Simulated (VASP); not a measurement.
# CdH2O2 (P3m1) in VASP: single point with LDA

Aim: the single point of CdH2O2 with LDA.

Program: VASP 6.6.1. These are calculated values, not measurements. Logs are shortened: lines on timing, memory, paths and dates and some standing lists are left out, and cuts for length are marked.

## (1) The cell of the first run

It takes space group P3m1 (No. 156, trigonal). The conventional cell has a = 3.840 Å, b = 3.840 Å, c = 4.441 Å, α = 90.00°, β = 90.00°, γ = 120.00°. Cd (site symmetry 3m) has 3 H at 2.22 Å and 6 O at 2.39 to 2.43 Å within 2.9 Å. Within 1.3 Å of H (site symmetry 3m) lie 1 O at 0.99 Å. H (site symmetry 3m) has 1 O at 0.98 Å within 1.3 Å. O (site symmetry 3m) has 1 H at 0.99 Å within 1.3 Å. Within 1.3 Å of O (site symmetry 3m) lie 1 H at 0.98 Å.

## (2) Single point, LDA

INCAR reads:

```
SYSTEM = CdH2O2
PREC     = Accurate       ! precision mode
ENCUT    = 600            ! plane-wave cutoff, eV
EDIFF    = 1E-6           ! SCF threshold, eV
ISMEAR   = 0              ! smearing method
SIGMA    = 0.1            ! smearing width, eV
LREAL    = .False.        ! projectors in reciprocal space
LASPH    = .True.         ! aspherical terms in the spheres
NELM     = 120            ! most SCF steps
ALGO     = Normal         ! electronic algorithm
ISIF     = 2              ! what is computed and relaxed
LWAVE    = .False.        ! write WAVECAR
LCHARG   = .False.        ! write CHGCAR
NBANDS   = 21             ! bands
GGA_COMPAT= .False.
```

KPOINTS reads:

```
regular mesh
0
Gamma
  5 5 4
  0 0 0
```

POSCAR reads:

```
CdH2O2
1.0
    3.8398220000      0.0000000000      0.0000000000
   -1.9199110000      3.3253830000      0.0000000000
    0.0000000000      0.0000000000      4.4413930000
Cd H O
1 2 2
Direct
    0.3333333333      0.6666666667      0.9873000000
    0.0000000000      0.0000000000      0.0080770000
    0.6666666667      0.3333333333      0.4318850000
    0.0000000000      0.0000000000      0.7861940000
    0.6666666667      0.3333333333      0.2118940000
```

Potentials or basis: VASP PAW LDA potentials, release 64 (Cd, H, O).

On the command line:

```sh
> cat potpaw_LDA.64/Cd/POTCAR potpaw_LDA.64/H/POTCAR potpaw_LDA.64/O/POTCAR > POTCAR
> mpirun -np 1 vasp_std > vasp.out
```

OUTCAR:

```text
SYSTEM = CdH2O2
   PREC = Accurate
   ENCUT = 600
   EDIFF = 1E-6
   ISMEAR = 0
   LREAL = .False.
   LASPH = .True.
   NELM = 120
   ISIF = 2

 ion  position               nearest neighbor table
   1  0.333  0.667  0.987-   2 2.22   2 2.22   2 2.22   4 2.39   4 2.39   4 2.39   5 2.43   5 2.43
                             5 2.43
   2  0.000  0.000  0.008-   4 0.99   1 2.22   1 2.22   1 2.22
   3  0.667  0.333  0.432-   5 0.98
   4  0.000  0.000  0.786-   2 0.99   1 2.39   1 2.39   1 2.39
   5  0.667  0.333  0.212-   3 0.98   1 2.43   1 2.43   1 2.43

  LATTYP: Found a hexagonal cell.
 ALAT       =     3.8398220000
 C/A-ratio  =     1.1566663767

  Lattice vectors:

 A1 = (   3.8398220000,   0.0000000000,   0.0000000000)
 A2 = (  -1.9199110000,   3.3253830000,   0.0000000000)
 A3 = (   0.0000000000,   0.0000000000,   4.4413930000)

Analysis of symmetry for initial positions (statically):
=====================================================================
 Subroutine PRICEL returns:
 Original cell was already a primitive cell.

 Routine SETGRP: Setting up the symmetry group for a
 hexagonal supercell.

 Subroutine GETGRP returns: Found  6 space group operations
 (whereof  6 operations were pure point group operations)
 out of a pool of 24 trial point group operations.

The static configuration has the point symmetry C_3v.

Analysis of symmetry for dynamics (positions and initial velocities):
=====================================================================
 Subroutine PRICEL returns:
 Original cell was already a primitive cell.

 Routine SETGRP: Setting up the symmetry group for a
 hexagonal supercell.

 Subroutine GETGRP returns: Found  6 space group operations
 (whereof  6 operations were pure point group operations)
 out of a pool of 24 trial point group operations.

The dynamic configuration has the point symmetry C_3v.

 Subroutine INISYM returns: Found  6 space group operations
 (whereof  6 operations are pure point group operations),
 and found     1 'primitive' translations

----------------------------------------------------------------------------------------

                                     Primitive cell

  volume of cell :      56.7116

  direct lattice vectors                    reciprocal lattice vectors
     3.839822000  0.000000000  0.000000000     0.260428739  0.150358620  0.000000000
    -1.919911000  3.325383000  0.000000000     0.000000000  0.300717241  0.000000000
     0.000000000  0.000000000  4.441393000     0.000000000  0.000000000  0.225154586

  length of vectors
     3.839822000  3.839821655  4.441393000     0.300717214  0.300717241  0.225154586

  position of ions in fractional coordinates (direct lattice)
     0.333333333  0.666666667  0.987300000
     0.000000000  0.000000000  0.008077000
     0.666666667  0.333333333  0.431885000
     0.000000000  0.000000000  0.786194000
     0.666666667  0.333333333  0.211894000

  ion indices of the primitive-cell ions
   primitive index   ion index
                 1           1
                 2           2
                 3           3
                 4           4
                 5           5

----------------------------------------------------------------------------------------

 KPOINTS: regular mesh

Automatic generation of k-mesh.
 Grid dimensions read from file:
 generate k-points for:    5    5    4

 Generating k-lattice:

  Cartesian coordinates                     Fractional coordinates (reciprocal lattice)
     0.052085748  0.030071724  0.000000000     0.200000000  0.000000000  0.000000000
     0.000000000  0.060143448  0.000000000     0.000000000  0.200000000  0.000000000
     0.000000000  0.000000000  0.056288646     0.000000000  0.000000000  0.250000000

  Length of vectors
     0.060143443  0.060143448  0.056288646

  Shift w.r.t. Gamma in fractional coordinates (k-lattice)
     0.000000000  0.000000000  0.000000000

 Subroutine IBZKPT returns following result:
 ===========================================

 Found     17 irreducible k-points:

 Following reciprocal coordinates:
            Coordinates               Weight
  0.000000  0.000000  0.000000      1.000000
  0.200000  0.000000  0.000000      6.000000
  0.400000  0.000000  0.000000      6.000000
  0.200000  0.200000  0.000000      6.000000
  0.400000  0.200000  0.000000      6.000000
  0.000000  0.000000  0.250000      2.000000
[... 9 lines left out ...]
  0.200000  0.200000  0.500000      6.000000
  0.400000  0.200000  0.500000      6.000000
   k-points           NKPTS =     17   k-points in BZ     NKDIM =     17   number of bands    NBANDS=     21
   number of dos      NEDOS =    301   number of ions     NIONS =      5
   total plane-waves  NPLWV =  36864
   dimension x,y,z NGX =    32 NGY =   32 NGZ =   36
   dimension x,y,z NGXF=    64 NGYF=   64 NGZF=   72
   ions per type =               1   2   2
   NGX,Y,Z   is equivalent  to a cutoff of  13.85, 13.85, 13.48 a.u.
   NGXF,Y,Z  is equivalent  to a cutoff of  27.71, 27.71, 26.95 a.u.
 SYSTEM =  CdH2O2
   PREC   = accura    normal or accurate (medium, high low for compatibility)
   ISTART =      0    job   : 0-new  1-cont  2-samecut
   ICHARG =      2    charge: 1-file 2-atom 10-const
   ISPIN  =      1    spin polarized calculation?
   LNONCOLLINEAR =      F non collinear calculations
   LSORBIT =      F    spin-orbit coupling
   LASPH  =      T    aspherical Exc in radial PAW
   ENCUT  =  600.0 eV  44.10 Ry    6.64 a.u.   7.67  7.67  8.87*2*pi/ulx,y,z
   NELM   =    120;   NELMIN=  2; NELMDL= -5     # of ELM steps
   EDIFF  = 0.1E-05   stopping-criterion for ELM
   LREAL  =      F    real-space projection
   EDIFFG = 0.1E-04   stopping-criterion for IOM
   NSW    =      0    number of steps for IOM
   IBRION =     -1    ionic relax: 0-MD 1-quasi-New 2-CG
   NFREE  =      0    steps in history (QN), initial steepest desc. (CG)
   ISIF   =      2    stress and relaxation
   ISYM   =      2    0-nonsym 1-usesym 2-fastsym
   POTIM  = 0.5000    time-step for ionic-motion
   TEBEG  =    0.0;   TEEND  =   0.0 temperature during run
   PSTRESS=    0.0 pullay stress
   NELECT =      26.0000    total number of electrons
   NUPDOWN=      -1.0000    fix difference up-down
   EMIN   =  10.00;   EMAX   =-10.00  energy-range for DOS
   EFERMI =   0.00;   METHOD = LEGACY
   ISMEAR =     0;   SIGMA  =   0.10  broadening in eV -4-tet -1-fermi 0-gaus
   EFERMI_NEDOS =   21; number of points for ismear=-14 and -15
   IALGO  =     38    algorithm
   IMIX   =      4    mixing-type and parameters
     AMIX     =   0.40;   BMIX     =  1.00
     AMIX_MAG =   1.60;   BMIX_MAG =  1.00
  volume/ion in A,a.u.               =      11.34        76.54
  Fermi-wavevector in a.u.,A,eV,Ry     =   1.262337  2.385471 21.680810  1.593495
  Thomas-Fermi vector in A             =   2.395750
   LORBIT       =      0    0 simple, 1 ext, 2 COOP (PROOUT), +10 PAW based schemes
   GGA     = CA    functional components
   LHFCALC =     F    Hartree Fock is set to
   AEXX    =    0.0000 exact exchange contribution
   IVDW    =     0    specifies the selected vdW correction
   LEPSILON=     F    determine dielectric tensor
   LRPA    =     F    only Hartree local field effects (RPA)
 non-spin polarized calculation
 Gauss-broadening in eV      SIGMA  =   0.10
  energy-cutoff  :      600.00
  volume of cell :       56.71
 maximum number of plane-waves:      1914
 NGX is ok and might be reduce to    32
   NGX = 15   NGY = 15   NGZ = 17

 number of electron      26.0000003 magnetization

 Free energy of the ion-electron system (eV)
  ---------------------------------------------------
  ext. energy  EPLUGINS =         0.00000000
  ---------------------------------------------------
  free energy    TOTEN  =       -24.01321922 eV

  energy without entropy =      -24.01321922  energy(sigma->0) =      -24.01321922

 E-fermi :  -0.7380     XC(G=0):  -9.8071

 val. band max:       -1.1869023621   @ k =   0.4000   0.0000   0.0000
 cond. band min:      -0.1248991806   @ k =   0.0000   0.0000   0.0000
 fundamental gap:      1.0620031815
 Fermi energy:        -0.7379549929

 k-point     1 :       0.0000    0.0000    0.0000
  band No.  band energies     occupation
      1     -19.1954      2.00000
      2     -18.1088      2.00000
      3      -8.0925      2.00000
      4      -7.9354      2.00000
      5      -7.9354      2.00000
      6      -7.3152      2.00000
[... 13 lines left out ...]
     20      12.7913      0.00000
     21      14.7194      0.00000

 k-point     2 :       0.2000    0.0000    0.0000
  band No.  band energies     occupation
      1     -19.0829      2.00000
      2     -18.1815      2.00000
      3      -8.0298      2.00000
      4      -7.7983      2.00000
      5      -7.7313      2.00000
      6      -7.3519      2.00000
[... 13 lines left out ...]
     20      12.7448      0.00000
     21      14.3918      0.00000

 k-point     3 :       0.4000    0.0000    0.0000
  band No.  band energies     occupation
      1     -18.8693      2.00000
      2     -18.3231      2.00000
      3      -7.8800      2.00000
      4      -7.6114      2.00000
      5      -7.5527      2.00000
      6      -7.2838      2.00000
[... 13 lines left out ...]
     20      12.0636      0.00000
     21      13.2797      0.00000
[... 289 lines left out ...]
 k-point    16 :       0.2000    0.2000    0.5000
  band No.  band energies     occupation
      1     -18.8489      2.00000
      2     -18.3380      2.00000
      3      -7.9061      2.00000
      4      -7.7776      2.00000
      5      -7.6088      2.00000
      6      -7.3172      2.00000
[... 13 lines left out ...]
     20      11.6901      0.00000
     21      14.0629      0.00000

 k-point    17 :       0.4000    0.2000    0.5000
  band No.  band energies     occupation
      1     -18.7839      2.00000
      2     -18.3541      2.00000
      3      -7.9474      2.00000
      4      -7.5963      2.00000
      5      -7.5230      2.00000
      6      -7.3276      2.00000
[... 13 lines left out ...]
     20      12.6974      0.00000
     21      14.0260      0.00000

------------------------ aborting loop because EDIFF is reached ----------------------------------------

  FORCE on cell =-STRESS in cart. coord.  units (eV):
  Direction    XX          YY          ZZ          XY          YZ          ZX
  --------------------------------------------------------------------------------------
  -------------------------------------------------------------------------------------
  Total       -3.0394126     -3.0394119     -1.0406604      0.0000000      0.0000000      0.0000000
  in kB      -85.8673934    -85.8673728    -29.4000211      0.0000000      0.0000000      0.0000000
  external PRESSURE =     -67.0449291 kB  Pullay stress =       0.0000000 kB

 VOLUME and BASIS-vectors are now :
 -----------------------------------------------------------------------------
  energy-cutoff  :      600.00
  volume of cell :       56.71
      direct lattice vectors                 reciprocal lattice vectors
     3.839822000  0.000000000  0.000000000     0.260428739  0.150358620  0.000000000
    -1.919911000  3.325383000  0.000000000     0.000000000  0.300717241  0.000000000
     0.000000000  0.000000000  4.441393000     0.000000000  0.000000000  0.225154586

 POSITION                                       TOTAL-FORCE (eV/Angst)
 -----------------------------------------------------------------------------------
     -0.00000      2.21692      4.38499         0.000000      0.000000     -0.046669
      0.00000      0.00000      0.03587         0.000000     -0.000000      0.371669
      1.91991      1.10846      1.91817         0.000000      0.000000      0.324234
      0.00000      0.00000      3.49180        -0.000000     -0.000000      0.172204
      1.91991      1.10846      0.94110        -0.000000      0.000000     -0.821437
 -----------------------------------------------------------------------------------
    total drift:                               -0.000001      0.000000      0.000502

  FREE ENERGIE OF THE ION-ELECTRON SYSTEM (eV)
  ---------------------------------------------------
  free  energy   TOTEN  =       -24.0132192161 eV

  energy  without entropy=      -24.0132192160  energy(sigma->0) =      -24.01321922
```

It took 29 s on 1 thread of Intel Xeon 8259CL, shared host; peak memory 0.17 GiB.

Results:

```
Free energy            : -24.0132 eV
Pressure               : -6.7 GPa
Largest force          : 0.821 eV/Å
Band gap on the k mesh : 1.06 eV, indirect (least direct gap 1.57 eV)
```

Forces on the atoms (eV/Å):
```
Cd   0.000  0.000 -0.047
H    0.000  0.000  0.372
H    0.000  0.000  0.324
O    0.000  0.000  0.172
O    0.000  0.000 -0.821
```

Stress tensor (GPa, compression positive):
```
-8.59  0.00  0.00
 0.00 -8.59  0.00
 0.00  0.00 -2.94
```

A k mesh can miss the band edges.
